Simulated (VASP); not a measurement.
The system is MnO2.

```
Mn O
1.0
     4.39600    0.00000    0.00000
     0.00000    4.39600    0.00000
     0.00000    0.00000    2.87100
Mn O
2 4
Direct
  0.00000 0.00000 0.00000
  0.50000 0.50000 0.50000
  0.30200 0.30200 0.00000
  0.19800 0.80200 0.50000
  0.69800 0.69800 0.00000
  0.80200 0.19800 0.50000
```

Base run:

- Program: VASP 6.6.1
- Functional: LDA
- Potentials or basis: VASP PAW LDA potentials, release 64 (Mn_pv, O)
- Cutoff: 520 eV
- k mesh: 4 × 4 × 7
- Occupations: gaussian, width 0.05 eV
- Spin: collinear spin, ferrimagnetic start
- Starting moments: [2.89, 2.89, -0.04, -0.04, -0.04, -0.04] μB
- Hubbard terms: Mn d U = 4.0 eV

Its results: band gap on the k mesh zero (filled and empty bands overlap); pressure -5.5 GPa; largest force 0.525 eV/Å.

Q: The run is repeated on the same cell with these changes: spin from collinear spin, ferrimagnetic start to no spin polarisation; further incar settings from ALGO = Normal; EDIFF = 1e-06; NBANDS = 38 to ALGO = Normal; EDIFF = 1e-07; NBANDS = 34. What comes out?

A: Band gap on the k mesh zero (band 25 reaches 5.17 eV, above the bottom of band 26 at 4.31 eV); pressure -18.4 GPa; largest force 0.254 eV/Å.

Caveats: U without spin polarisation on a metal has little footing (some runs).
